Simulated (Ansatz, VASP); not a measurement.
## Two plane-wave programs on Mg2Cl

```
Mg Cl
1.0
     3.63346    0.00000    0.00000
     0.00000   11.82430    0.00000
     0.00000    0.00000    3.40933
Mg Cl
4 2
Direct
  0.99883 0.82595 0.50000
  0.49883 0.67405 0.00000
  0.00117 0.17405 0.50000
  0.50117 0.32595 0.00000
  0.50000 0.50000 0.50000
  0.00000 0.00000 0.00000
```

Alike in both runs: functional PBE; k mesh 8 × 6 × 12; occupations gaussian, width 0.1 eV; no spin polarisation.

Ansatz relaxed the structure, and its values are those at the end. VASP's run is a single point on that final structure, the one shown.

|  | VASP | Ansatz |
| --- | --- | --- |
| version | VASP 6.6.1 | Ansatz 0.2.0 |
| potentials or method | VASP PAW PBE potentials, release 64 (Mg, Cl), cutoff 520 eV | scalar-relativistic, plane waves, PAW |
| valence electrons in the cell | 22 | 54 |

VASP gave:

- gap on the k mesh at the Fermi level (eV): none
- pressure (GPa): -0.1
- rms of the force components (eV/Å): 0.004

**Question.** Which values does Ansatz return?

**Answer.** gap on the k mesh at the Fermi level (eV): none; pressure (GPa): 0.0; rms of the force components (eV/Å): 0.001.

A gap of «none» marks a metal or a gap that the smearing closes. The functional is the same, so the differences come from potentials, cutoffs and numerics. VASP's potentials hold 22 valence electrons a cell and Ansatz's 54, so a difference there can come from the potentials and not from the codes.
